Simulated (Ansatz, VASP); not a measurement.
# FeNi3: VASP beside Ansatz

Contents of POSCAR:

```
FeNi3
1.0
    0.0000000000      2.6739668453      2.6739668453
    2.6739668453      0.0000000000      2.6739668453
    2.6739668453      2.6739668453      0.0000000000
Fe Ni
1 3
Direct
    0.0000000000      0.0000000000      0.0000000000
    0.7500000000      0.7500000000      0.7500000000
    0.2500000000      0.2500000000      0.2500000000
    0.5000000000      0.5000000000      0.5000000000
```

File INCAR.step1:

```
SYSTEM = FeNi3
  PREC = Accurate
  ENCUT = 520
  ISMEAR = 1
  SIGMA = 0.1
  LREAL = .FALSE.
  LASPH = .TRUE.
  NELM = 150
  ISPIN = 2
  MAGMOM = 2.4 1 1 1
  LMAXMIX = 4
  NBANDS = 31
  GGA = PE
  ALGO = Normal
  EDIFF = 1E-4
  LWAVE = .TRUE.
  LCHARG = .FALSE.
```

File INCAR.step2:

```
SYSTEM = FeNi3
  PREC = Accurate
  ENCUT = 520
  EDIFF = 1E-6
  ISMEAR = 1
  SIGMA = 0.1
  LREAL = .FALSE.
  LASPH = .TRUE.
  NELM = 150
  ALGO = Normal
  ISIF = 2
  LWAVE = .FALSE.
  LCHARG = .FALSE.
  ISPIN = 2
  MAGMOM = 2.4 1 1 1
  LORBIT = 11
  LMAXMIX = 4
  METAGGA = R2SCAN
  LMIXTAU = .TRUE.
  NBANDS = 31
  ISTART = 1
```

KPOINTS

```
Automatic mesh
0
G
  7 7 7
  0 0 0
```

Input for Ansatz:

```yaml
crystal:
  lattice:
    - [0.0, 2.673966845310456, 2.673966845310456]
    - [2.673966845310456, 0.0, 2.673966845310456]
    - [2.673966845310456, 2.673966845310456, 0.0]
  atoms:
    - { symbol: Fe, position: [0.0, 0.0, 0.0], spin: 2.4 }
    - { symbol: Ni, position: [0.75, 0.75, 0.75], spin: 1.0 }
    - { symbol: Ni, position: [0.25, 0.25, 0.25], spin: 1.0 }
    - { symbol: Ni, position: [0.5, 0.5, 0.5], spin: 1.0 }
basis:
  ecutwfc: 600.0
kpoints:
  mp_grid:
    grid: [7, 7, 7]
hamiltonian:
  xc: r2scan
magnetization:
  spin_polarized: true
scf:
  convergence:
    dr2_threshold: 1.0e-08
  occupations:
    method: cold
  eigensolver:
    kind: davidson
    mixed_precision: false
```

Alike in both runs: task single point; functional r2SCAN; k mesh 7 × 7 × 7; collinear spin.

```csv
,VASP,Ansatz
version,VASP 6.6.1,Ansatz 0.2.0
potentials or method,"VASP PAW PBE potentials, release 64 (Fe, Ni), cutoff 520 eV","plane waves, PAW"
occupations,"methfessel-paxton of order 1, width 0.1 eV",cold
valence electrons in the cell,38,70
```

|  | VASP | Ansatz | Ansatz less VASP |
| --- | --- | --- | --- |
| net moment per atom (μB) | 1.09 | 1.09 | +0.003 |
| size of the moment on the site where the two differ most (μB) | 0.64 | 0.72 | +0.086 |

VASP's potentials were made for PBE, not for r2SCAN. Site moments also hang on the region over which each program counts them. VASP's potentials hold 38 valence electrons a cell and Ansatz's 70, so a difference there can come from the potentials and not from the codes. Ansatz's warnings: stability check not made.
